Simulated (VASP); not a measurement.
# FeNi3 (Pm-3m) in VASP: a series of runs

FeNi3 is run at these levels: PBE; tasks: relaxation of cell and atoms, single point.

Program: VASP 6.6.1. These are calculated values, not measurements. Logs are shortened: lines on timing, memory, paths and dates and some standing lists are left out, and cuts for length are marked.

### Step 1. The cell of the first run

It takes space group Pm-3m (No. 221, cubic). The conventional cell has a = 3.510 Å, b = 3.510 Å, c = 3.510 Å, α = 90.00°, β = 90.00°, γ = 90.00°. Fe (site symmetry m-3m) has 12 Ni at 2.48 Å within 3.3 Å. Ni (site symmetry 4/mmm) has 4 Fe at 2.48 Å and 8 Ni at 2.48 Å within 3.3 Å.

### Step 2. Relaxation of cell and atoms, PBE, collinear spin, ferromagnetic start

Contents of INCAR:

```
PREC     = Accurate       # precision mode
ENCUT    = 600            # plane-wave cutoff, eV
EDIFF    = 1E-6           # SCF threshold, eV
ISMEAR   = 0              # smearing method
SIGMA    = 0.1            # smearing width, eV
LREAL    = False          # projectors in reciprocal space
LASPH    = True           # aspherical terms in the spheres
NELM     = 150            # most SCF steps
ALGO     = Normal         # electronic algorithm
ISIF     = 3              # what is computed and relaxed
LWAVE    = False          # write WAVECAR
LCHARG   = False          # write CHGCAR
ISPIN    = 2              # spin polarisation
MAGMOM   = 3.18 0.78 0.78 0.78 # initial moments
LORBIT   = 11             # projections on sites
LMAXMIX  = 4              # l up to which the mixer works
GGA      = PE             # functional
IBRION   = 2              # ionic algorithm
NSW      = 100            # ionic steps
EDIFFG   = -0.005         # ionic threshold
```

Contents of KPOINTS:

```
regular mesh
0
Gamma
  12 12 12
```

Contents of POSCAR:

```
FeNi3
1.0
    3.5104168167      0.0000000000      0.0000000000
    0.0000000000      3.5104168167      0.0000000000
    0.0000000000      0.0000000000      3.5104168167
Fe Ni
1 3
Direct
    0.0000000000      0.0000000000      0.0000000000
    0.0000000000      0.5000000000      0.5000000000
    0.5000000000      0.5000000000      0.0000000000
    0.5000000000      0.0000000000      0.5000000000
```

Potentials or basis: VASP PAW PBE potentials, release 64 (Fe, Ni).

Started as:

```
$ cat potpaw_PBE.64/Fe/POTCAR potpaw_PBE.64/Ni/POTCAR > POTCAR
$ mpirun -np 1 vasp_std > vasp.out
```

OUTCAR:

```text
PREC = Accurate
   ENCUT = 600
   EDIFF = 1E-6
   ISMEAR = 0
   LREAL = False
   LASPH = True
   NELM = 150
   ISIF = 3
   ISPIN = 2
   LORBIT = 11
   GGA = PE
   IBRION = 2
   NSW = 100
   EDIFFG = -0.005

 ion  position               nearest neighbor table
   1  0.000  0.000  0.000-   2 2.48   3 2.48   4 2.48   2 2.48   4 2.48   2 2.48   3 2.48   2 2.48
                             3 2.48   4 2.48   4 2.48   3 2.48
   2  0.000  0.500  0.500-   1 2.48   3 2.48   4 2.48   1 2.48   3 2.48   1 2.48   4 2.48   1 2.48
                             3 2.48   4 2.48   3 2.48   4 2.48
   3  0.500  0.500  0.000-   1 2.48   2 2.48   4 2.48   2 2.48   4 2.48   1 2.48   4 2.48   4 2.48
                             1 2.48   2 2.48   2 2.48   1 2.48
   4  0.500  0.000  0.500-   1 2.48   2 2.48   3 2.48   1 2.48   3 2.48   2 2.48   3 2.48   3 2.48
                             1 2.48   2 2.48   1 2.48   2 2.48

  LATTYP: Found a simple cubic cell.
 ALAT       =     3.5104168167

  Lattice vectors:

 A1 = (   3.5104168167,   0.0000000000,   0.0000000000)
 A2 = (   0.0000000000,   3.5104168167,   0.0000000000)
 A3 = (   0.0000000000,   0.0000000000,   3.5104168167)

Analysis of symmetry for initial positions (statically):
=====================================================================
 Subroutine PRICEL returns:
 Original cell was already a primitive cell.

 Routine SETGRP: Setting up the symmetry group for a
 simple cubic supercell.

 Subroutine GETGRP returns: Found 48 space group operations
 (whereof 48 operations were pure point group operations)
 out of a pool of 48 trial point group operations.

The static configuration has the point symmetry O_h .

Analysis of symmetry for dynamics (positions and initial velocities):
=====================================================================
 Subroutine PRICEL returns:
 Original cell was already a primitive cell.

 Routine SETGRP: Setting up the symmetry group for a
 simple cubic supercell.

 Subroutine GETGRP returns: Found 48 space group operations
 (whereof 48 operations were pure point group operations)
 out of a pool of 48 trial point group operations.

The dynamic configuration has the point symmetry O_h .

Analysis of structural, dynamic, and magnetic symmetry:
=====================================================================
 Subroutine PRICEL returns:
 Original cell was already a primitive cell.

 Routine SETGRP: Setting up the symmetry group for a
 simple cubic supercell.

 Subroutine GETGRP returns: Found 48 space group operations
 (whereof 48 operations were pure point group operations)
 out of a pool of 48 trial point group operations.

The overall configuration has the point symmetry O_h .

 Subroutine INISYM returns: Found 48 space group operations
 (whereof 48 operations are pure point group operations),
 and found     1 'primitive' translations

----------------------------------------------------------------------------------------

                                     Primitive cell

  volume of cell :      43.2590

  direct lattice vectors                    reciprocal lattice vectors
     3.510416817  0.000000000  0.000000000     0.284866457  0.000000000  0.000000000
     0.000000000  3.510416817  0.000000000     0.000000000  0.284866457  0.000000000
     0.000000000  0.000000000  3.510416817     0.000000000  0.000000000  0.284866457

  length of vectors
     3.510416817  3.510416817  3.510416817     0.284866457  0.284866457  0.284866457

  position of ions in fractional coordinates (direct lattice)
     0.000000000  0.000000000  0.000000000
     0.000000000  0.500000000  0.500000000
     0.500000000  0.500000000  0.000000000
     0.500000000  0.000000000  0.500000000

  ion indices of the primitive-cell ions
   primitive index   ion index
                 1           1
                 2           2
                 3           3
                 4           4

----------------------------------------------------------------------------------------

 KPOINTS: regular mesh

Automatic generation of k-mesh.
 Grid dimensions read from file:
 generate k-points for:   12   12   12

 Generating k-lattice:

  Cartesian coordinates                     Fractional coordinates (reciprocal lattice)
     0.023738871  0.000000000  0.000000000     0.083333333  0.000000000  0.000000000
     0.000000000  0.023738871  0.000000000     0.000000000  0.083333333  0.000000000
     0.000000000  0.000000000  0.023738871     0.000000000  0.000000000  0.083333333

  Length of vectors
     0.023738871  0.023738871  0.023738871

  Shift w.r.t. Gamma in fractional coordinates (k-lattice)
     0.000000000  0.000000000  0.000000000

 Subroutine IBZKPT returns following result:
 ===========================================

 Found     84 irreducible k-points:

 Following reciprocal coordinates:
            Coordinates               Weight
  0.000000  0.000000  0.000000      1.000000
  0.083333  0.000000  0.000000      6.000000
  0.166667  0.000000  0.000000      6.000000
  0.250000  0.000000  0.000000      6.000000
  0.333333  0.000000  0.000000      6.000000
  0.416667  0.000000  0.000000      6.000000
[... 16 lines left out ...]
  0.333333  0.333333  0.000000     12.000000
  0.416667  0.333333  0.000000     24.000000
 [... further k-points ...]
   k-points           NKPTS =     84   k-points in BZ     NKDIM =     84   number of bands    NBANDS=     26
   number of dos      NEDOS =    301   number of ions     NIONS =      4
   total plane-waves  NPLWV =  21952
   dimension x,y,z NGX =    28 NGY =   28 NGZ =   28
   dimension x,y,z NGXF=    56 NGYF=   56 NGZF=   56
   ions per type =               1   3
   NGX,Y,Z   is equivalent  to a cutoff of  13.26, 13.26, 13.26 a.u.
   NGXF,Y,Z  is equivalent  to a cutoff of  26.52, 26.52, 26.52 a.u.
 SYSTEM =  unknown system
   PREC   = accura    normal or accurate (medium, high low for compatibility)
   ISTART =      0    job   : 0-new  1-cont  2-samecut
   ICHARG =      2    charge: 1-file 2-atom 10-const
   ISPIN  =      2    spin polarized calculation?
   LNONCOLLINEAR =      F non collinear calculations
   LSORBIT =      F    spin-orbit coupling
   LASPH  =      T    aspherical Exc in radial PAW
   ENCUT  =  600.0 eV  44.10 Ry    6.64 a.u.   7.01  7.01  7.01*2*pi/ulx,y,z
   NELM   =    150;   NELMIN=  2; NELMDL= -5     # of ELM steps
   EDIFF  = 0.1E-05   stopping-criterion for ELM
   LREAL  =      F    real-space projection
   EDIFFG = -.5E-02   stopping-criterion for IOM
   NSW    =    100    number of steps for IOM
   IBRION =      2    ionic relax: 0-MD 1-quasi-New 2-CG
   NFREE  =      1    steps in history (QN), initial steepest desc. (CG)
   ISIF   =      3    stress and relaxation
   ISYM   =      2    0-nonsym 1-usesym 2-fastsym
   POTIM  = 0.5000    time-step for ionic-motion
   TEBEG  =    0.0;   TEEND  =   0.0 temperature during run
   PSTRESS=    0.0 pullay stress
   NELECT =      38.0000    total number of electrons
   NUPDOWN=      -1.0000    fix difference up-down
   EMIN   =  10.00;   EMAX   =-10.00  energy-range for DOS
   EFERMI =   0.00;   METHOD = LEGACY
   ISMEAR =     0;   SIGMA  =   0.10  broadening in eV -4-tet -1-fermi 0-gaus
   EFERMI_NEDOS =   21; number of points for ismear=-14 and -15
   IALGO  =     38    algorithm
   IMIX   =      4    mixing-type and parameters
     AMIX     =   0.40;   BMIX     =  1.00
     AMIX_MAG =   1.60;   BMIX_MAG =  1.00
  volume/ion in A,a.u.               =      10.81        72.98
  Fermi-wavevector in a.u.,A,eV,Ry     =   1.567872  2.962849 33.446160  2.458223
  Thomas-Fermi vector in A             =   2.669988
   LORBIT       =     11    0 simple, 1 ext, 2 COOP (PROOUT), +10 PAW based schemes
   GGA     = PE    functional components
   LHFCALC =     F    Hartree Fock is set to
   AEXX    =    0.0000 exact exchange contribution
   IVDW    =     0    specifies the selected vdW correction
   LEPSILON=     F    determine dielectric tensor
   LRPA    =     F    only Hartree local field effects (RPA)
 conjugate gradient relaxation of ions
 spin polarized calculation
 Gauss-broadening in eV      SIGMA  =   0.10
  energy-cutoff  :      600.00
  volume of cell :       43.26
 maximum number of plane-waves:      1472
   NGX = 15   NGY = 15   NGZ = 15

--------------------------------------- Ionic step        1  -------------------------------------------

 number of electron      37.9999982 magnetization       4.7616731

 Free energy of the ion-electron system (eV)
  ---------------------------------------------------
  ext. energy  EPLUGINS =         0.00000000
  ---------------------------------------------------
  free energy    TOTEN  =       -24.98647401 eV

  energy without entropy =      -24.97200971  energy(sigma->0) =      -24.97924186

------------------------ aborting loop because EDIFF is reached ----------------------------------------

  FORCE on cell =-STRESS in cart. coord.  units (eV):
  Direction    XX          YY          ZZ          XY          YZ          ZX
  --------------------------------------------------------------------------------------
  -------------------------------------------------------------------------------------
  Total        1.5448162      1.5448162      1.5448162      0.0000000      0.0000000     -0.0000000
  in kB       57.2151898     57.2151898     57.2151898      0.0000000      0.0000000     -0.0000000
  external PRESSURE =      57.2151898 kB  Pullay stress =       0.0000000 kB
[... 175 lines left out ...]
  energy  without entropy=      -24.9922894984  energy(sigma->0) =      -24.99972384

--------------------------------------- Ionic step        6  -------------------------------------------

 number of electron      37.9999983 magnetization       4.7838489

 Free energy of the ion-electron system (eV)
  ---------------------------------------------------
  ext. energy  EPLUGINS =         0.00000000
  ---------------------------------------------------
  free energy    TOTEN  =       -25.00716005 eV

  energy without entropy =      -24.99231197  energy(sigma->0) =      -24.99973601

 E-fermi :   8.6023     XC(G=0): -13.1582

 val. band max:        8.5978969840   @ k =   0.4167   0.2500   0.2500
 cond. band min:       8.6132687611   @ k =   0.5000   0.3333   0.3333
 fundamental gap:      0.0153717771
 Fermi energy:         8.6022609374

 spin component 1

 k-point     1 :       0.0000    0.0000    0.0000
  band No.  band energies     occupation
      1      -0.4809      1.00000
      2       3.2990      1.00000
      3       3.2990      1.00000
      4       3.9701      1.00000
      5       4.0378      1.00000
      6       4.0378      1.00000
[... 685 lines left out ...]
     25      16.8455      0.00000
     26      19.1326      0.00000

 [... further k-points ...]

 spin component 2

 k-point     1 :       0.0000    0.0000    0.0000
  band No.  band energies     occupation
      1      -0.4369      1.00000
      2       4.3426      1.00000
      3       4.3426      1.00000
      4       4.3484      1.00000
      5       5.0412      1.00000
      6       5.0412      1.00000
[... 718 lines left out ...]
  FREE ENERGIE OF THE ION-ELECTRON SYSTEM (eV)
  ---------------------------------------------------
  free  energy   TOTEN  =       -25.0071600507 eV

  energy  without entropy=      -24.9923119701  energy(sigma->0) =      -24.99973601

 reached required accuracy - stopping structural energy minimisation

 total charge

# of ion       s       p       d       tot
------------------------------------------
    1        0.474   0.504   6.113   7.092
    2        0.504   0.512   8.324   9.340
    3        0.504   0.512   8.324   9.340
    4        0.504   0.512   8.324   9.340
--------------------------------------------------
tot          1.987   2.039  31.085  35.111

 magnetization (x)

# of ion       s       p       d       tot
------------------------------------------
    1        0.012   0.002   2.891   2.904
    2       -0.015  -0.042   0.693   0.635
    3       -0.015  -0.042   0.693   0.635
    4       -0.015  -0.042   0.693   0.635
--------------------------------------------------
tot         -0.034  -0.125   4.969   4.810
```

Wall time 9.2 min (1 thread of Intel Xeon Platinum 8488C (Sapphire Rapids), shared host); peak memory 0.3 GiB.

Results:

| Item | Value |
| --- | --- |
| Free energy | -25.0072 eV |
| Relaxed volume | 11.11 Å³/atom |
| Relaxed cell | a = 3.542 Å, b = 3.542 Å, c = 3.542 Å, α = 90.00°, β = 90.00°, γ = 90.00° |
| Space group after relaxing (to 0.05 Å) | Pm-3m (No. 221) |
| Energy gained by relaxing | 5.2 meV/atom |
| Ionic steps | 6 |
| Pressure after relaxing | 0.1 GPa |
| Net moment | 4.78 μB per cell |
| Site moments | Fe +2.90; Ni +0.64 μB |
| Valence electrons inside the program's atomic spheres | Fe 7.09; Ni 9.34 |

The path:
```csv
step,energy change (eV),largest force (eV/Å),pressure (GPa),volume (Å³)
1,0.0000,0.0000,5.72,43.26
2,-0.0001,0.0000,-4.98,45.72
3,-0.0207,0.0000,0.22,44.46
4,-0.0207,0.0000,-0.14,44.51
5,-0.0207,0.0000,-0.11,44.48
6,-0.0207,0.0000,0.07,44.44
```

Final structure:
```xyz
4
Lattice="3.5420 0.0000 0.0000 0.0000 3.5420 0.0000 0.0000 0.0000 3.5420" Properties=species:S:1:pos:R:3 pbc="T T T"
Fe    3.5420    3.5420    3.5420
Ni    0.0000    1.7710    1.7710
Ni    1.7710    1.7710    3.5420
Ni    1.7710    0.0000    1.7710
```

### Step 3. Single point, PBE, collinear spin, ferromagnetic start

This run uses another cell than the first one, of 11.18 Å³/atom, 1.034 times its volume.

Contents of INCAR:

```
  PREC = Accurate
  ENCUT = 520
  EDIFF = 1E-6
  ISMEAR = 0
  SIGMA = 0.1
  LREAL = False
  LASPH = True
  NELM = 150
  ALGO = Normal
  ISIF = 2
  LWAVE = False
  LCHARG = True
  ISPIN = 2
  MAGMOM = 3.2 0.75 0.75 0.75
  LORBIT = 11
  LMAXMIX = 4
  GGA = PE
  LELF = True
  LVHAR = True
  NBANDS = 31
```

Contents of KPOINTS:

```
Automatic mesh
0
Gamma
  12 12 12
```

Contents of POSCAR:

```
FeNi3
1.0
    3.5497101716      0.0000000000      0.0000000000
    0.0000000000      3.5497101716      0.0000000000
    0.0000000000      0.0000000000      3.5497101716
Fe Ni
1 3
Direct
    0.0000000000      0.0000000000      0.0000000000
    0.0000000000      0.5000000000      0.5000000000
    0.5000000000      0.5000000000      0.0000000000
    0.5000000000      0.0000000000      0.5000000000
```

Potentials or basis: VASP PAW PBE potentials, release 64 (Fe, Ni).

Started as:

```
$ cat potpaw_PBE.64/Fe/POTCAR potpaw_PBE.64/Ni/POTCAR > POTCAR
$ mpirun -np 1 vasp_std > vasp.out
```

It took 1.8 min on 1 thread of Intel Xeon 6975P-C (Granite Rapids), shared host; peak memory 0.29 GiB.

Results (log left out):

- Free energy: -25.0083 eV
- Pressure: -1.1 GPa
- Net moment: 4.79 μB per cell
- Site moments: Fe +2.91; Ni +0.64 μB
- Valence electrons inside the program's atomic spheres: Fe 7.08; Ni 9.33

Levels at points of the mesh, in eV from the Fermi level:
Spin up:
```tsv
k point	band 19	band 20	band 21	band 22	band 23	band 24
(0.00, 0.00, 0.00)	-0.63	-0.63	-0.63	2.25	2.25	2.25
(0.50, 0.00, 0.00)	-1.43	-1.05	-0.73	-0.63	7.45	7.45
(0.50, 0.50, 0.00)	-1.51	-1.48	0.73	0.73	0.76	0.77
(0.50, 0.50, 0.50)	-0.80	-0.80	-0.50	-0.50	-0.50	-0.36
```
Spin down:
```
           k point  band 14  band 15  band 16  band 17  band 18  band 19  band 20  band 21
(0.00, 0.00, 0.00)     0.28     0.28     0.28     0.98     0.98     1.23     1.23     1.23
(0.50, 0.00, 0.00)    -0.95    -0.85    -0.41    -0.13    -0.13     0.28     0.51     0.61
(0.50, 0.50, 0.00)    -1.21    -1.19    -0.80    -0.66     0.16     0.16     0.40     1.39
(0.50, 0.50, 0.50)    -0.45    -0.45    -0.45     0.06     0.06     0.06     0.78     0.78
```

### Step 4. Single point, PBE, collinear spin, ferromagnetic start

This run uses another cell than the first one, of 8.65 Å³/atom, 0.800 times its volume.

Contents of INCAR:

```
  PREC = Accurate
  ENCUT = 520
  EDIFF = 1E-7
  ISMEAR = 0
  SIGMA = 0.1
  LREAL = F
  LASPH = T
  NELM = 150
  ALGO = Normal
  ISIF = 2
  LWAVE = F
  LCHARG = F
  ISPIN = 2
  MAGMOM = 2.96 0.75 0.75 0.75
  LORBIT = 11
  LMAXMIX = 4
  GGA = PE
  NBANDS = 31
```

Contents of KPOINTS:

```
Automatic mesh
0
Gamma
  14 14 14
```

Contents of POSCAR:

```
FeNi3
1.0
    3.2581818923      0.0000000000      0.0000000000
    0.0000000000      3.2581818923      0.0000000000
    0.0000000000      0.0000000000      3.2581818923
Fe Ni
1 3
Direct
    0.0000000000      0.0000000000      0.0000000000
    0.0000000000      0.5000000000      0.5000000000
    0.5000000000      0.5000000000      0.0000000000
    0.5000000000      0.0000000000      0.5000000000
```

Started as:

```
$ cat potpaw_PBE.64/Fe/POTCAR potpaw_PBE.64/Ni/POTCAR > POTCAR
$ mpirun -np 1 vasp_std > vasp.out
```

It took 81 s on 1 thread of Intel Xeon 6975P-C (Granite Rapids), shared host; peak memory 0.29 GiB.

Results (log left out):

```yaml
Free_energy: -22.8524 eV
Pressure: 89.1 GPa
Net_moment: 4.40 μB per cell
Site_moments: Fe +2.58; Ni +0.58 μB
Valence_electrons_inside_the_program's_atomic_spheres: Fe 7.75; Ni 9.91
```

Levels at points of the mesh, in eV from the Fermi level:
Spin up:
| k point | band 17 | band 18 | band 19 | band 20 | band 21 | band 22 | band 23 | band 24 | band 25 | band 26 |
| --- | --- | --- | --- | --- | --- | --- | --- | --- | --- | --- |
| (0.00, 0.00, 0.00) | -0.53 | -0.53 | -0.28 | -0.28 | -0.28 | 2.56 | 2.56 | 2.56 | 11.43 | 11.43 |
| (0.50, 0.00, 0.00) | -1.94 | -1.88 | -1.29 | -1.24 | -0.53 | -0.28 | 9.22 | 9.22 | 9.28 | 9.28 |
| (0.50, 0.50, 0.00) | -1.86 | -1.85 | -1.78 | -1.78 | 1.31 | 1.31 | 1.60 | 1.66 | 13.43 | 13.73 |
| (0.50, 0.50, 0.50) | -0.79 | -0.79 | -0.79 | -0.71 | -0.71 | -0.57 | -0.57 | -0.57 | 7.57 | 7.57 |
Spin down:
```csv
k point,band 14,band 15,band 16,band 17,band 18,band 19,band 20,band 21
"(0.00, 0.00, 0.00)",0.33,0.33,0.33,1.18,1.18,1.61,1.61,1.61
"(0.50, 0.00, 0.00)",-1.43,-1.29,-0.60,-0.41,-0.41,0.33,0.38,0.63
"(0.50, 0.50, 0.00)",-1.80,-1.80,-1.18,-1.06,0.00,0.00,0.16,1.95
"(0.50, 0.50, 0.50)",-0.71,-0.71,-0.71,0.02,0.02,0.02,0.98,0.98
```

### Step 5. Overview

| task | cell | k mesh | cutoff (eV) | gap on the mesh (eV) | pressure (GPa) | moment (μB) |
| --- | --- | --- | --- | --- | --- | --- |
| relaxation of cell and atoms | relaxed from a = 3.510 Å, 4 atoms | 12 × 12 × 12 | 600 | none | 0.1 | 4.78 |
| single point | a = 3.550 Å, 4 atoms | 12 × 12 × 12 | 520 | none | -1.1 | 4.79 |
| single point | a = 3.258 Å, 4 atoms | 14 × 14 × 14 | 520 | none | 89.1 | 4.40 |

Alike in all rows: level PBE; potentials or basis VASP PAW PBE potentials, release 64 (Fe, Ni); spin collinear, ferromagnetic start; smearing gaussian 0.1 eV.

Absolute energies hang on the potentials; compare differences alone.
